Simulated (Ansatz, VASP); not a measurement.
# One calculation of VSi6Ru2, two programs

```
V Si Ru
1.0
     0.00000    3.76433    3.76433
     3.76433    0.00000    3.76433
     3.76433    3.76433    0.00000
V Si Ru
1 6 2
Direct
  0.00000 0.00000 0.00000
  0.74616 0.74616 0.25384
  0.25384 0.74616 0.25384
  0.74616 0.25384 0.25384
  0.25384 0.25384 0.74616
  0.74616 0.25384 0.74616
  0.25384 0.74616 0.74616
  0.75000 0.75000 0.75000
  0.25000 0.25000 0.25000
```

Change from the starting cell: species swapped into the Mg2H6Os type (Fm-3m, No. 225).

Alike in both runs: task single point; functional PBE; k mesh 4 × 4 × 4; occupations gaussian, width 0.1 eV; collinear spin.

```csv
,VASP,Ansatz
version,VASP 6.6.1,Ansatz 0.2.0
potentials or method,"VASP PAW PBE potentials, release 64 (V_sv, Si, Ru_pv), cutoff 520 eV","scalar-relativistic, plane waves, PAW"
valence electrons in the cell,65,69
```

```csv
,VASP,Ansatz,Ansatz less VASP
gap on the k mesh at the Fermi level (eV),none,none,-
rms of the force components (eV/Å),4.418,4.383,-0.0359
net moment per atom (μB),0.16,0.16,+0.001
size of the moment on the site where the two differ most (μB),0.30,0.20,-0.101
```

Site moments also hang on the region over which each program counts them. Atom by atom the forces differ by 0.036 eV/Å (rms over components). A gap of «none» marks a metal or a gap that the smearing closes. With one functional, cell and mesh, what is left measures potentials, basis and numerics. VASP's potentials hold 65 valence electrons a cell and Ansatz's 69, so a difference there can come from the potentials and not from the codes.

The k mesh is coarse, so the values compare programs but aren't converged.
